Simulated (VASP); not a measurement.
# Na2TlCl3 (P-3m1) in VASP: a series of runs, part 2 of 2

VASP 6.6.1. Earlier steps stand in the parts before.

## Step 3: Relaxation of cell and atoms, PBEsol

This run uses another cell than the first one, of 26.37 Å³/atom.

The input, INCAR:

```
SYSTEM = Na2TlCl3
ALGO     = Normal         ! electronic algorithm
EDIFF    = 1E-6           ! SCF threshold, eV
EDIFFG   = -0.01          ! ionic threshold
ENCUT    = 600            ! plane-wave cutoff, eV
GGA      = PS             ! functional
IBRION   = 2              ! ionic algorithm
ISIF     = 3              ! what is computed and relaxed
ISMEAR   = -1             ! smearing method
LASPH    = .TRUE.         ! aspherical terms in the spheres
LCHARG   = .FALSE.        ! write CHGCAR
LREAL    = .FALSE.        ! projectors in reciprocal space
LWAVE    = .FALSE.        ! write WAVECAR
NELM     = 80             ! most SCF steps
NSW      = 100            ! ionic steps
PREC     = Accurate       ! precision mode
SIGMA    = 0.03           ! smearing width, eV
```

The input, KPOINTS:

```
k-points
0
G
  6 6 2
  0 0 0
```

The input, POSCAR:

```
Na2TlCl3
1.0
    4.1912559900      0.0000000000      0.0000000000
   -2.0956279900      3.6297341600      0.0000000000
    0.0000000000      0.0000000000     10.4001514300
Na Tl Cl
2 1 3
Direct
    0.3333333300      0.6666666700      0.8271350000
    0.6666666700      0.3333333300      0.1728650000
    0.0000000000      0.0000000000      0.5000000000
    0.3333333300      0.6666666700      0.3480920000
    0.6666666700      0.3333333300      0.6519080000
    0.0000000000      0.0000000000      0.0000000000
```

Potentials or basis: VASP PAW PBE potentials, release 64 (Na_pv, Tl_d, Cl).

On the command line:

```console
$ cat potpaw_PBE.64/Na_pv/POTCAR potpaw_PBE.64/Tl_d/POTCAR potpaw_PBE.64/Cl/POTCAR > POTCAR
$ mpirun -np 1 vasp_std > vasp.out
```

OUTCAR:

```text
SYSTEM = Na2TlCl3
   EDIFF = 1E-6
   EDIFFG = -0.01
   ENCUT = 600
   GGA = PS
   IBRION = 2
   ISIF = 3
   ISMEAR = -1
   LASPH = .TRUE.
   LREAL = .FALSE.
   NELM = 80
   NSW = 100
   PREC = Accurate

 ion  position               nearest neighbor table
   1  0.333  0.667  0.827-
   2  0.667  0.333  0.173-
   3  0.000  0.000  0.500-   4 2.89   5 2.89   4 2.89   5 2.89   5 2.89   4 2.89
   4  0.333  0.667  0.348-   3 2.89   3 2.89   3 2.89
   5  0.667  0.333  0.652-   3 2.89   3 2.89   3 2.89
   6  0.000  0.000  0.000-

  LATTYP: Found a hexagonal cell.
 ALAT       =     4.1912559900
 C/A-ratio  =     2.4813925598

  Lattice vectors:

 A1 = (   4.1912559900,   0.0000000000,   0.0000000000)
 A2 = (  -2.0956279900,   3.6297341600,   0.0000000000)
 A3 = (   0.0000000000,   0.0000000000,  10.4001514300)

Analysis of symmetry for initial positions (statically):
=====================================================================
 Subroutine PRICEL returns:
 Original cell was already a primitive cell.

 Routine SETGRP: Setting up the symmetry group for a
 hexagonal supercell.

 Subroutine GETGRP returns: Found 12 space group operations
 (whereof 12 operations were pure point group operations)
 out of a pool of 24 trial point group operations.

The static configuration has the point symmetry D_3d.

Analysis of symmetry for dynamics (positions and initial velocities):
=====================================================================
 Subroutine PRICEL returns:
 Original cell was already a primitive cell.

 Routine SETGRP: Setting up the symmetry group for a
 hexagonal supercell.

 Subroutine GETGRP returns: Found 12 space group operations
 (whereof 12 operations were pure point group operations)
 out of a pool of 24 trial point group operations.

The dynamic configuration has the point symmetry D_3d.

 Subroutine INISYM returns: Found 12 space group operations
[... 114 lines left out ...]
     AMIX_MAG =   1.60;   BMIX_MAG =  1.00
  volume/ion in A,a.u.               =      26.37       177.95
  Fermi-wavevector in a.u.,A,eV,Ry     =   1.100024  2.078745 16.463783  1.210054
  Thomas-Fermi vector in A             =   2.236429
   LORBIT       =      0    0 simple, 1 ext, 2 COOP (PROOUT), +10 PAW based schemes
   GGA     = PS    functional components
   LHFCALC =     F    Hartree Fock is set to
   AEXX    =    0.0000 exact exchange contribution
   IVDW    =     0    specifies the selected vdW correction
   LEPSILON=     F    determine dielectric tensor
   LRPA    =     F    only Hartree local field effects (RPA)
 conjugate gradient relaxation of ions
 non-spin polarized calculation
  energy-cutoff  :      600.00
  volume of cell :      158.22
 maximum number of plane-waves:      5363
 NGX is ok and might be reduce to    36
   NGX = 17   NGY = 17   NGZ = 41

--------------------------------------- Ionic step        1  -------------------------------------------

 number of electron      48.0000002 magnetization

 Free energy of the ion-electron system (eV)
  ---------------------------------------------------
  ext. energy  EPLUGINS =         0.00000000
  ---------------------------------------------------
  free energy    TOTEN  =       -19.68397315 eV

  energy without entropy =      -19.68397315  energy(sigma->0) =      -19.68397315

------------------------ aborting loop because EDIFF is reached ----------------------------------------

  FORCE on cell =-STRESS in cart. coord.  units (eV):
  Direction    XX          YY          ZZ          XY          YZ          ZX
  --------------------------------------------------------------------------------------
  -------------------------------------------------------------------------------------
  Total        1.9022402      1.9022402      0.8092959      0.0000000      0.0000000      0.0000000
  in kB       19.2627044     19.2627044      8.1951939      0.0000000      0.0000000      0.0000000
  external PRESSURE =      15.5735342 kB  Pullay stress =       0.0000000 kB
[... 101 lines left out ...]
  FREE ENERGIE OF THE ION-ELECTRON SYSTEM (eV)
  ---------------------------------------------------
  free  energy   TOTEN  =       -20.0257564969 eV

  energy  without entropy=      -20.0257564969  energy(sigma->0) =      -20.02575650

[... ionic steps 4 to 15 ...]

--------------------------------------- Ionic step       16  -------------------------------------------

 number of electron      47.9999993 magnetization

------------------------ aborting loop because EDIFF is reached ----------------------------------------
[... 75 lines left out ...]
--------------------------------------- Ionic step       18  -------------------------------------------

 number of electron      47.9999996 magnetization

 Free energy of the ion-electron system (eV)
  ---------------------------------------------------
  ext. energy  EPLUGINS =         0.00000000
  ---------------------------------------------------
  free energy    TOTEN  =       -20.39907506 eV

  energy without entropy =      -20.39907506  energy(sigma->0) =      -20.39907506

 E-fermi :   1.4422     XC(G=0):  -8.5682

 val. band max:        0.7462323418   @ k =   0.0000   0.0000   0.5000
 cond. band min:       4.0372850139   @ k =   0.5000  -0.0000   0.5000
 fundamental gap:      3.2910526721
 Fermi energy:         1.4422443907

 k-point     1 :       0.0000    0.0000    0.0000
  band No.  band energies     occupation
      1     -20.7671      2.00000
      2     -20.7518      2.00000
      3     -20.7410      2.00000
      4     -20.7410      2.00000
      5     -20.7395      2.00000
      6     -20.7395      2.00000
[... 456 lines left out ...]
  FREE ENERGIE OF THE ION-ELECTRON SYSTEM (eV)
  ---------------------------------------------------
  free  energy   TOTEN  =       -20.3990750649 eV

  energy  without entropy=      -20.3990750649  energy(sigma->0) =      -20.39907506

 reached required accuracy - stopping structural energy minimisation
```

OSZICAR:

```text
N       E                     dE             d eps       ncg     rms          rms(c)
DAV:   1     0.450657509892E+03    0.45066E+03   -0.24876E+04   784   0.185E+03
DAV:   2     0.278259525111E+02   -0.42283E+03   -0.40988E+03   924   0.428E+02
DAV:   3    -0.184953537488E+02   -0.46321E+02   -0.45077E+02   956   0.132E+02
DAV:   4    -0.202277268698E+02   -0.17324E+01   -0.17263E+01   900   0.253E+01
[... 176 lines left out ...]
DAV:   1    -0.203996997903E+02   -0.65828E-03   -0.49470E-02  1004   0.143E+00    0.161E-01
DAV:   2    -0.203991736895E+02    0.52610E-03   -0.13249E-03   856   0.257E-01    0.619E-02
DAV:   3    -0.203990813362E+02    0.92353E-04   -0.27766E-04   884   0.114E-01    0.347E-02
DAV:   4    -0.203990753089E+02    0.60273E-05   -0.12913E-05   968   0.261E-02    0.114E-02
DAV:   5    -0.203990750649E+02    0.24392E-06   -0.21709E-06   588   0.115E-02
  18 F= -.20399075E+02 E0= -.20399075E+02  d E =-.138279E-03
```

Run time: 23 min. Hardware: 1 thread of Oxide Virtual Turin-like, shared host; peak memory 0.35 GiB.

Results:

- Free energy: -20.3991 eV
- Relaxed volume: 25.00 Å³/atom
- Relaxed cell: a = 4.074 Å, b = 4.074 Å, c = 10.431 Å, α = 90.00°, β = 90.00°, γ = 120.00°
- Space group after relaxing (to 0.1 Å): P-3m1 (No. 164)
- Energy gained by relaxing: 119.2 meV/atom
- Ionic steps: 18
- Pressure after relaxing: 0.0 GPa
- Largest force after relaxing: 0.007 eV/Å
- Band gap on the k mesh: 3.29 eV (least direct gap 3.71 eV)

Forces in eV/Å, atoms in the order of the input:
```
Na   0.000  0.000 -0.007
Na   0.000  0.000  0.007
Tl   0.000  0.000  0.000
Cl   0.000  0.000 -0.001
Cl   0.000  0.000  0.001
Cl   0.000  0.000  0.000
```

The path:
```csv
step,energy change (eV),largest force (eV/Å),pressure (GPa),volume (Å³)
1,0.0000,1.5051,1.56,158.22
2,-0.2183,1.0588,0.03,164.16
3,-0.3418,0.5014,-1.67,173.78
4,-0.4685,0.4003,-1.27,166.96
5,-0.6152,0.4620,0.81,147.77
6,-0.6198,0.4168,0.35,150.83
7,-0.6598,0.3329,0.16,151.03
8,-0.7043,0.1354,-0.22,151.42
9,-0.7056,0.1518,-0.28,151.50
10,-0.7124,0.0492,0.21,148.63
11,-0.7124,0.0591,0.16,148.90
12,-0.7142,0.0298,-0.02,149.94
13,-0.7143,0.0346,-0.04,150.12
14,-0.7148,0.0270,0.01,149.86
15,-0.7150,0.0200,0.05,149.64
16,-0.7150,0.0183,0.06,149.59
17,-0.7151,0.0016,-0.04,150.16
18,-0.7151,0.0068,-0.01,149.97
```

Final structure:
```yaml
crystal:
  lattice:
    - [4.07448, 0.00000, 0.00000]
    - [-2.03724, 3.52860, 0.00000]
    - [0.00000, 0.00000, 10.43122]
  atoms:
    - { symbol: Na, position: [0.33333, 0.66667, 0.84845] }
    - { symbol: Na, position: [0.66667, 0.33333, 0.15155] }
    - { symbol: Tl, position: [0.00000, 0.00000, 0.50000] }
    - { symbol: Cl, position: [0.33333, 0.66667, 0.30098] }
    - { symbol: Cl, position: [0.66667, 0.33333, 0.69902] }
    - { symbol: Cl, position: [0.00000, 0.00000, 0.00000] }
```

Caveat: the PAW data sets were made with another functional, which shifts forces and pressure a little; spin-orbit coupling is left out, which moves the levels of the heavy elements. A k mesh can miss the band edges.
